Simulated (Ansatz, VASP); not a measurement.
# One calculation of Ni, two programs

```
Ni
1.0
     0.00000    1.73306    1.73306
     1.73306    0.00000    1.73306
     1.73306    1.73306    0.00000
Ni
1
Direct
  0.00000 0.00000 0.00000
```

Alike in both runs: task single point; functional r2SCAN; k mesh 15 × 15 × 15; no spin polarisation.

|  | VASP | Ansatz |
| --- | --- | --- |
| version | VASP 6.6.1 | Ansatz 0.2.0 |
| potentials or method | VASP PAW PBE potentials, release 64 (Ni), cutoff 520 eV | plane waves (500 eV) with PAW, scalar-relativistic |
| occupations | methfessel-paxton of order 1, width 0.6 eV | cold, width 0.6 eV |
| valence electrons in the cell | 10 | 18 |

Ansatz gave:

| Item | Value |
| --- | --- |
| pressure (GPa) | -1.5 |

Question: What did VASP give for the same quantities?

Answer: Pressure (GPa): 0.3.

VASP's potentials were made for PBE, not for r2SCAN. VASP's potentials hold 10 valence electrons a cell and Ansatz's 18, so a difference there can come from the potentials and not from the codes.
